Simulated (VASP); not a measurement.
# Si4W (Im-3m) in VASP: a series of runs

The runs below take Si4W through single point, with PBE.

All numbers are computed with VASP 6.6.1; they aren't measurements. Logs are shortened: lines on timing, memory, paths and dates and some standing lists are left out, and cuts for length are marked.

### 1 The cell of the first run

It takes space group Im-3m (No. 229, cubic). The conventional cell has a = 5.625 Å, b = 5.625 Å, c = 5.625 Å, α = 90.00°, β = 90.00°, γ = 90.00°. Within 3.2 Å of Si (site symmetry -3m) lie 2 W at 2.44 Å and 6 Si at 2.81 Å. Within 3.2 Å of W (site symmetry m-3m) lie 8 Si at 2.44 Å.

### 2 Single point, PBE

File INCAR:

```
SYSTEM = Si4W
PREC = Accurate
ENCUT = 500
EDIFF = 1E-6
ISMEAR = 0
SIGMA = 0.2
LREAL = .False.
LASPH = .True.
NELM = 120
ALGO = Normal
ISIF = 2
LWAVE = .False.
LCHARG = .False.
GGA = PE
NBANDS = 23
GGA_COMPAT = .False.
```

File KPOINTS:

```
regular mesh
0
Gamma
  4 4 4
  0 0 0
```

File POSCAR:

```
Si4W
1.0
   -2.8123633594      2.8123633594      2.8123633594
    2.8123633594     -2.8123633594      2.8123633594
    2.8123633594      2.8123633594     -2.8123633594
Si W
4 1
Direct
    0.4999946026      0.4999946026      0.4999946026
    0.0000000000      0.0000000000      0.5000053974
    0.0000000000      0.5000053974      0.0000000000
    0.5000053974      0.0000000000      0.0000000000
    0.0000000000      0.0000000000      0.0000000000
```

Potentials or basis: VASP PAW PBE potentials, release 64 (Si, W_sv).

On the command line:

```
cat potpaw_PBE.64/Si/POTCAR potpaw_PBE.64/W_sv/POTCAR > POTCAR
mpirun -np 1 vasp_std > vasp.out
```

OUTCAR:

```text
SYSTEM = Si4W
   PREC = Accurate
   ENCUT = 500
   EDIFF = 1E-6
   ISMEAR = 0
   LREAL = .False.
   LASPH = .True.
   NELM = 120
   ISIF = 2
   GGA = PE

 ion  position               nearest neighbor table
   1  0.500  0.500  0.500-   5 2.44   5 2.44   3 2.81   4 2.81   2 2.81   3 2.81   4 2.81   2 2.81

   2  0.000  0.000  0.500-   5 2.44   5 2.44   1 2.81   4 2.81   3 2.81   4 2.81   3 2.81   1 2.81

   3  0.000  0.500  0.000-   5 2.44   5 2.44   1 2.81   4 2.81   2 2.81   4 2.81   2 2.81   1 2.81

   4  0.500  0.000  0.000-   5 2.44   5 2.44   1 2.81   3 2.81   1 2.81   2 2.81   3 2.81   2 2.81

   5  0.000  0.000  0.000-   1 2.44   2 2.44   3 2.44   4 2.44   3 2.44   2 2.44   4 2.44   1 2.44

  LATTYP: Found a body centered cubic cell.
 ALAT       =     5.6247267188

  Lattice vectors:

 A1 = (  -2.8123633594,   2.8123633594,   2.8123633594)
 A2 = (   2.8123633594,  -2.8123633594,   2.8123633594)
 A3 = (   2.8123633594,   2.8123633594,  -2.8123633594)

Analysis of symmetry for initial positions (statically):
=====================================================================
 Subroutine PRICEL returns:
 Original cell was already a primitive cell.

 Routine SETGRP: Setting up the symmetry group for a
 body centered cubic supercell.

 Subroutine GETGRP returns: Found 24 space group operations
 (whereof 24 operations were pure point group operations)
 out of a pool of 48 trial point group operations.

The static configuration has the point symmetry T_d .

Analysis of symmetry for dynamics (positions and initial velocities):
=====================================================================
 Subroutine PRICEL returns:
 Original cell was already a primitive cell.

 Routine SETGRP: Setting up the symmetry group for a
 body centered cubic supercell.

 Subroutine GETGRP returns: Found 24 space group operations
 (whereof 24 operations were pure point group operations)
 out of a pool of 48 trial point group operations.

The dynamic configuration has the point symmetry T_d .

 Subroutine INISYM returns: Found 24 space group operations
 (whereof 24 operations are pure point group operations),
 and found     1 'primitive' translations

----------------------------------------------------------------------------------------

                                     Primitive cell

  volume of cell :      88.9763

  direct lattice vectors                    reciprocal lattice vectors
    -2.812363359  2.812363359  2.812363359     0.000000000  0.177786415  0.177786415
     2.812363359 -2.812363359  2.812363359     0.177786415  0.000000000  0.177786415
     2.812363359  2.812363359 -2.812363359     0.177786415  0.177786415  0.000000000

  length of vectors
     4.871156228  4.871156228  4.871156228     0.251427960  0.251427960  0.251427960

  position of ions in fractional coordinates (direct lattice)
     0.499994603  0.499994603  0.499994603
     0.000000000  0.000000000  0.500005397
     0.000000000  0.500005397  0.000000000
     0.500005397  0.000000000  0.000000000
     0.000000000  0.000000000  0.000000000

  ion indices of the primitive-cell ions
   primitive index   ion index
                 1           1
                 2           2
                 3           3
                 4           4
                 5           5

----------------------------------------------------------------------------------------

 KPOINTS: regular mesh

Automatic generation of k-mesh.
 Grid dimensions read from file:
 generate k-points for:    4    4    4

 Generating k-lattice:

  Cartesian coordinates                     Fractional coordinates (reciprocal lattice)
     0.000000000  0.044446604  0.044446604     0.250000000  0.000000000  0.000000000
     0.044446604  0.000000000  0.044446604     0.000000000  0.250000000  0.000000000
     0.044446604  0.044446604  0.000000000     0.000000000  0.000000000  0.250000000

  Length of vectors
     0.062856990  0.062856990  0.062856990

  Shift w.r.t. Gamma in fractional coordinates (k-lattice)
     0.000000000  0.000000000  0.000000000

 Subroutine IBZKPT returns following result:
 ===========================================

 Found      8 irreducible k-points:

 Following reciprocal coordinates:
            Coordinates               Weight
  0.000000  0.000000  0.000000      1.000000
  0.250000  0.000000  0.000000     12.000000
  0.500000  0.000000  0.000000      6.000000
  0.250000  0.250000  0.000000     24.000000
  0.250000  0.250000  0.250000      2.000000
 -0.250000  0.250000  0.250000      6.000000
  0.500000  0.500000  0.250000     12.000000
  0.500000  0.500000  0.500000      1.000000
   k-points           NKPTS =      8   k-points in BZ     NKDIM =      8   number of bands    NBANDS=     23
   number of dos      NEDOS =    301   number of ions     NIONS =      5
   total plane-waves  NPLWV =  46656
   dimension x,y,z NGX =    36 NGY =   36 NGZ =   36
   dimension x,y,z NGXF=    72 NGYF=   72 NGZF=   72
   ions per type =               4   1
   NGX,Y,Z   is equivalent  to a cutoff of  12.29, 12.29, 12.29 a.u.
   NGXF,Y,Z  is equivalent  to a cutoff of  24.57, 24.57, 24.57 a.u.
 SYSTEM =  Si4W
   PREC   = accura    normal or accurate (medium, high low for compatibility)
   ISTART =      0    job   : 0-new  1-cont  2-samecut
   ICHARG =      2    charge: 1-file 2-atom 10-const
   ISPIN  =      1    spin polarized calculation?
   LNONCOLLINEAR =      F non collinear calculations
   LSORBIT =      F    spin-orbit coupling
   LASPH  =      T    aspherical Exc in radial PAW
   ENCUT  =  500.0 eV  36.75 Ry    6.06 a.u.   8.88  8.88  8.88*2*pi/ulx,y,z
   NELM   =    120;   NELMIN=  2; NELMDL= -5     # of ELM steps
   EDIFF  = 0.1E-05   stopping-criterion for ELM
   LREAL  =      F    real-space projection
   EDIFFG = 0.1E-04   stopping-criterion for IOM
   NSW    =      0    number of steps for IOM
   IBRION =     -1    ionic relax: 0-MD 1-quasi-New 2-CG
   NFREE  =      0    steps in history (QN), initial steepest desc. (CG)
   ISIF   =      2    stress and relaxation
   ISYM   =      2    0-nonsym 1-usesym 2-fastsym
   POTIM  = 0.5000    time-step for ionic-motion
   TEBEG  =    0.0;   TEEND  =   0.0 temperature during run
   PSTRESS=    0.0 pullay stress
   NELECT =      30.0000    total number of electrons
   NUPDOWN=      -1.0000    fix difference up-down
   EMIN   =  10.00;   EMAX   =-10.00  energy-range for DOS
   EFERMI =   0.00;   METHOD = LEGACY
   ISMEAR =     0;   SIGMA  =   0.20  broadening in eV -4-tet -1-fermi 0-gaus
   EFERMI_NEDOS =   21; number of points for ismear=-14 and -15
   IALGO  =     38    algorithm
   IMIX   =      4    mixing-type and parameters
     AMIX     =   0.40;   BMIX     =  1.00
     AMIX_MAG =   1.60;   BMIX_MAG =  1.00
  volume/ion in A,a.u.               =      17.80       120.09
  Fermi-wavevector in a.u.,A,eV,Ry     =   1.139437  2.153225 17.664685  1.298318
  Thomas-Fermi vector in A             =   2.276141
   LORBIT       =      0    0 simple, 1 ext, 2 COOP (PROOUT), +10 PAW based schemes
   GGA     = PE    functional components
   LHFCALC =     F    Hartree Fock is set to
   AEXX    =    0.0000 exact exchange contribution
   IVDW    =     0    specifies the selected vdW correction
   LEPSILON=     F    determine dielectric tensor
   LRPA    =     F    only Hartree local field effects (RPA)
 non-spin polarized calculation
 Gauss-broadening in eV      SIGMA  =   0.20
  energy-cutoff  :      500.00
  volume of cell :       88.98
 maximum number of plane-waves:      2316
   NGX = 17   NGY = 17   NGZ = 17

 number of electron      30.0000004 magnetization

 Free energy of the ion-electron system (eV)
  ---------------------------------------------------
  ext. energy  EPLUGINS =         0.00000000
  ---------------------------------------------------
  free energy    TOTEN  =       -32.71953686 eV

  energy without entropy =      -32.66064300  energy(sigma->0) =      -32.69008993

 E-fermi :   8.0811     XC(G=0): -10.6163

 val. band max:        8.0192907621   @ k =   0.2500   0.2500   0.2500
 cond. band min:       8.1676657744   @ k =  -0.2500   0.2500   0.2500
 fundamental gap:      0.1483750123
 Fermi energy:         8.0810918030

 k-point     1 :       0.0000    0.0000    0.0000
  band No.  band energies     occupation
      1     -66.1632      2.00000
      2     -30.5502      2.00000
      3     -30.5502      2.00000
      4     -30.5502      2.00000
      5      -4.4038      2.00000
      6       0.9203      2.00000
[... 15 lines left out ...]
     22      11.4444      0.00000
     23      12.5656      0.00000

 k-point     2 :       0.2500    0.0000    0.0000
  band No.  band energies     occupation
      1     -66.1632      2.00000
      2     -30.5530      2.00000
      3     -30.5515      2.00000
      4     -30.5502      2.00000
      5      -3.8147      2.00000
      6       0.0464      2.00000
[... 15 lines left out ...]
     22      12.7227      0.00000
     23      13.1424      0.00000

 k-point     3 :       0.5000    0.0000    0.0000
  band No.  band energies     occupation
      1     -66.1631      2.00000
      2     -30.5558      2.00000
      3     -30.5528      2.00000
      4     -30.5501      2.00000
      5      -2.5504      2.00000
      6      -1.6090      2.00000
[... 15 lines left out ...]
     22      12.4792      0.00000
     23      12.9975      0.00000

 k-point     4 :       0.2500    0.2500    0.0000
  band No.  band energies     occupation
      1     -66.1631      2.00000
      2     -30.5549      2.00000
      3     -30.5529      2.00000
      4     -30.5509      2.00000
      5      -2.7305      2.00000
      6      -0.6878      2.00000
[... 15 lines left out ...]
     22      12.4316      0.00000
     23      12.9068      0.00000

 k-point     5 :       0.2500    0.2500    0.2500
  band No.  band energies     occupation
      1     -66.1632      2.00000
      2     -30.5530      2.00000
      3     -30.5530      2.00000
      4     -30.5530      2.00000
      5      -1.6914      2.00000
      6      -0.9396      2.00000
[... 15 lines left out ...]
     22      11.9060      0.00000
     23      12.8048      0.00000

 k-point     6 :      -0.2500    0.2500    0.2500
  band No.  band energies     occupation
      1     -66.1631      2.00000
      2     -30.5530      2.00000
      3     -30.5529      2.00000
      4     -30.5529      2.00000
      5      -3.2238      2.00000
      6      -0.0141      2.00000
[... 15 lines left out ...]
     22      12.8634      0.00000
     23      14.0493      0.00000

 k-point     7 :       0.5000    0.5000    0.2500
  band No.  band energies     occupation
      1     -66.1631      2.00000
      2     -30.5557      2.00000
      3     -30.5542      2.00000
      4     -30.5529      2.00000
      5      -1.9071      2.00000
      6      -1.2160      2.00000
[... 15 lines left out ...]
     22      13.4537      0.00000
     23      13.6264      0.00000

 k-point     8 :       0.5000    0.5000    0.5000
  band No.  band energies     occupation
      1     -66.1631      2.00000
      2     -30.5556      2.00000
      3     -30.5556      2.00000
      4     -30.5556      2.00000
      5      -0.5665      2.00000
      6      -0.5665      2.00000
[... 15 lines left out ...]
     22      12.5263      0.00000
     23      15.1299      0.00000

------------------------ aborting loop because EDIFF is reached ----------------------------------------

  FORCE on cell =-STRESS in cart. coord.  units (eV):
  Direction    XX          YY          ZZ          XY          YZ          ZX
  --------------------------------------------------------------------------------------
  -------------------------------------------------------------------------------------
  Total        0.1302450      0.1302450      0.1302450     -0.0000000     -0.0000000      0.0000000
  in kB        2.3452943      2.3452943      2.3452943     -0.0000000     -0.0000000      0.0000000
  external PRESSURE =       2.3452943 kB  Pullay stress =       0.0000000 kB

 VOLUME and BASIS-vectors are now :
 -----------------------------------------------------------------------------
  energy-cutoff  :      500.00
  volume of cell :       88.98
      direct lattice vectors                 reciprocal lattice vectors
    -2.812363359  2.812363359  2.812363359     0.000000000  0.177786415  0.177786415
     2.812363359 -2.812363359  2.812363359     0.177786415  0.000000000  0.177786415
     2.812363359  2.812363359 -2.812363359     0.177786415  0.177786415  0.000000000

 POSITION                                       TOTAL-FORCE (eV/Angst)
 -----------------------------------------------------------------------------------
      1.40617      1.40617      1.40617         0.000321      0.000321      0.000321
      1.40620      1.40620     -1.40620        -0.000321     -0.000321      0.000321
      1.40620     -1.40620      1.40620        -0.000321      0.000321     -0.000321
     -1.40620      1.40620      1.40620         0.000321     -0.000321     -0.000321
      0.00000      0.00000      0.00000        -0.000000      0.000000      0.000000
 -----------------------------------------------------------------------------------
    total drift:                               -0.000000     -0.000000     -0.000000

  FREE ENERGIE OF THE ION-ELECTRON SYSTEM (eV)
  ---------------------------------------------------
  free  energy   TOTEN  =       -32.7195368576 eV

  energy  without entropy=      -32.6606430042  energy(sigma->0) =      -32.69008993
```

It took 7.3 s on 1 thread of Intel Xeon 6975P-C (Granite Rapids), shared host; peak memory 0.2 GiB.

Results:

```yaml
Free_energy: -32.7195 eV
Pressure: 0.2 GPa
Band_gap_on_the_k_mesh: zero (band 15 reaches 9.40 eV, above the bottom of band 16 at 5.60 eV)
```

Caveat: the k points lie up to 0.39 Å⁻¹ apart; spin-orbit coupling is left out, which moves the levels of the heavy elements.

### 3 Single point, PBE

This run uses another cell than the first one, of 17.71 Å³/atom, 0.995 times its volume.

File INCAR:

```
ALGO = Normal
EDIFF = 1E-6
ENCUT = 500
GGA = PE
GGA_COMPAT = False
ISIF = 2
ISMEAR = 0
LASPH = True
LCHARG = True
LELF = True
LREAL = False
LVHAR = True
LWAVE = False
NBANDS = 23
NELM = 120
PREC = Accurate
SIGMA = 0.2
```

File KPOINTS:

```
k-points
0
Gamma
  4 4 4
```

File POSCAR:

```
Si4W
1.0
   -2.8078173415      2.8078173415      2.8078173415
    2.8078173415     -2.8078173415      2.8078173415
    2.8078173415      2.8078173415     -2.8078173415
Si W
4 1
Direct
    0.0000000000      0.0000000000      0.5000000000
    0.0000000000      0.5000000000      0.0000000000
    0.5000000000      0.0000000000      0.0000000000
    0.5000000000      0.5000000000      0.5000000000
    0.0000000000      0.0000000000      0.0000000000
```

Potentials or basis: VASP PAW PBE potentials, release 64 (Si, W_sv).

On the command line:

```
cat potpaw_PBE.64/Si/POTCAR potpaw_PBE.64/W_sv/POTCAR > POTCAR
mpirun -np 1 vasp_std > vasp.out
```

OUTCAR:

```text
EDIFF = 1E-6
   ENCUT = 500
   GGA = PE
   ISIF = 2
   ISMEAR = 0
   LASPH = True
   LREAL = False
   NELM = 120
   PREC = Accurate

 ion  position               nearest neighbor table
   1  0.000  0.000  0.500-   5 2.43   5 2.43   4 2.81   2 2.81   3 2.81   2 2.81   3 2.81   4 2.81

   2  0.000  0.500  0.000-   5 2.43   5 2.43   4 2.81   1 2.81   3 2.81   1 2.81   4 2.81   3 2.81

   3  0.500  0.000  0.000-   5 2.43   5 2.43   4 2.81   1 2.81   4 2.81   2 2.81   1 2.81   2 2.81

[... 396 lines left out ...]
  -------------------------------------------------------------------------------------
  Total        0.3923240      0.3923240      0.3923240     -0.0000000      0.0000000     -0.0000000
  in kB        7.0988656      7.0988656      7.0988656     -0.0000000      0.0000000     -0.0000000
  external PRESSURE =       7.0988656 kB  Pullay stress =       0.0000000 kB

 VOLUME and BASIS-vectors are now :
 -----------------------------------------------------------------------------
  energy-cutoff  :      500.00
  volume of cell :       88.55
      direct lattice vectors                 reciprocal lattice vectors
    -2.807817341  2.807817341  2.807817341     0.000000000  0.178074262  0.178074262
     2.807817341 -2.807817341  2.807817341     0.178074262  0.000000000  0.178074262
     2.807817341  2.807817341 -2.807817341     0.178074262  0.178074262  0.000000000

 POSITION                                       TOTAL-FORCE (eV/Angst)
 -----------------------------------------------------------------------------------
      1.40391      1.40391     -1.40391        -0.000000      0.000000     -0.000000
      1.40391     -1.40391      1.40391         0.000000      0.000000      0.000000
     -1.40391      1.40391      1.40391        -0.000000      0.000000     -0.000000
      1.40391      1.40391      1.40391         0.000000      0.000000     -0.000000
      0.00000      0.00000      0.00000         0.000000     -0.000000      0.000000
 -----------------------------------------------------------------------------------
    total drift:                               -0.000000     -0.000000     -0.000000

  FREE ENERGIE OF THE ION-ELECTRON SYSTEM (eV)
  ---------------------------------------------------
  free  energy   TOTEN  =       -32.7182267695 eV

  energy  without entropy=      -32.6620598590  energy(sigma->0) =      -32.69014331
```

It took 8.1 s on 1 thread of Intel Xeon 6975P-C (Granite Rapids), shared host; peak memory 0.2 GiB.

Results:

| Quantity | Value |
| --- | --- |
| Free energy | -32.7182 eV |
| Pressure | 0.7 GPa |
| Band gap on the k mesh | zero (band 15 reaches 9.46 eV, above the bottom of band 16 at 5.63 eV) |

Levels at points of the mesh, in eV from the Fermi level:
```tsv
k point	band 11	band 12	band 13	band 14	band 15	band 16	band 17	band 18	band 19	band 20
(0.00, 0.00, 0.00)	-3.31	-3.06	-3.06	-3.06	-2.51	-2.51	1.06	2.40	2.40	2.40
(0.50, 0.00, 0.00)	-3.89	-3.72	-3.36	-1.16	-0.11	0.80	0.98	1.24	2.21	2.77
(0.50, 0.50, 0.50)	-4.59	-4.59	-4.59	-1.35	1.32	1.32	2.91	2.91	2.91	4.44
```

Caveat: the k points lie up to 0.40 Å⁻¹ apart; spin-orbit coupling is left out, which moves the levels of the heavy elements.
